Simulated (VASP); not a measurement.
A run of VASP 6.6.1:

File INCAR:

```
SYSTEM = Si2B5
ALGO = Normal
EDIFF = 1E-6
ENCUT = 500
GGA = PE
GGA_COMPAT = .False.
ISIF = 2
ISMEAR = 0
LASPH = .True.
LCHARG = .True.
LELF = .True.
LREAL = .False.
LVHAR = .True.
LWAVE = .False.
NBANDS = 20
NELM = 120
PREC = Accurate
SIGMA = 0.1
```

The input KPOINTS:

```
k-points
0
Gamma
  6 6 4
  0 0 0
```

The input POSCAR:

```
Si2B5
1.0
    3.3473493700      0.0000000000      0.0000000000
   -1.6736746800      2.8988895900      0.0000000000
    0.0000000000      0.0000000000      6.2142085900
Si B
2 5
Direct
    0.0000000000      0.0000000000      0.3576001600
    0.0000000000      0.0000000000      0.6423998400
    0.5000000000      0.0000000000      0.5000000000
    0.0000000000      0.5000000000      0.5000000000
    0.5000000000      0.5000000000      0.5000000000
    0.0000000000      0.0000000000      0.9191265600
    0.0000000000      0.0000000000      0.0808734400
```

Potentials or basis: VASP PAW PBE potentials, release 64 (Si, B).

The run is started by

```console
$ cat potpaw_PBE.64/Si/POTCAR potpaw_PBE.64/B/POTCAR > POTCAR
$ mpirun -np 1 vasp_std > vasp.out
```

Hardware: 1 thread of Intel Xeon 8259CL, on a shared host.

Task: Estimate the wall time of this run.

Result: Run time: 38 s on 1 thread of Intel Xeon 8259CL (shared host), peak memory 0.17 GiB. Counts: scf iterations 14, k points 21.
